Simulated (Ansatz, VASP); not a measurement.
## Sr3CuH2 in VASP and in Ansatz

```xyz
6
Lattice="7.0133 0.0000 0.0000 -3.5067 6.0737 0.0000 0.0000 0.0000 3.5797" Properties=species:S:1:pos:R:3 pbc="T T T"
Sr    3.5067    0.0000    0.0000
Sr   -1.7533    3.0368    0.0000
Sr    1.7533    3.0368    0.0000
Cu    0.0000    0.0000    0.0000
H     0.0000    4.0491    1.7899
H     3.5067    2.0246    1.7899
```

Alike in both runs: task relaxation of cell and atoms; functional PBE; k mesh 6 × 6 × 10; occupations gaussian, width 0.1 eV; no spin polarisation.

```csv
,VASP,Ansatz
version,VASP 6.6.1,Ansatz 0.2.0
potentials or method,"VASP PAW PBE potentials, release 64 (Sr_sv, Cu, H), cutoff 600 eV","scalar-relativistic, plane waves, PAW"
valence electrons in the cell,43,51
```

Ansatz gave:

- gap on the k mesh at the Fermi level, each at its own relaxed structure (eV): none
- relaxed volume (Å³/atom): 25.62
- relaxed length of the cell vector where the two differ most in proportion (Å): 7.050

Task: What did VASP give for the same quantities?

Result: gap on the k mesh at the Fermi level, each at its own relaxed structure (eV): none; relaxed volume (Å³/atom): 25.77; relaxed length of the cell vector where the two differ most in proportion (Å): 7.065.

A gap of «none» marks a metal or a gap that the smearing closes. VASP's potentials hold 43 valence electrons a cell and Ansatz's 51, so a difference there can come from the potentials and not from the codes.
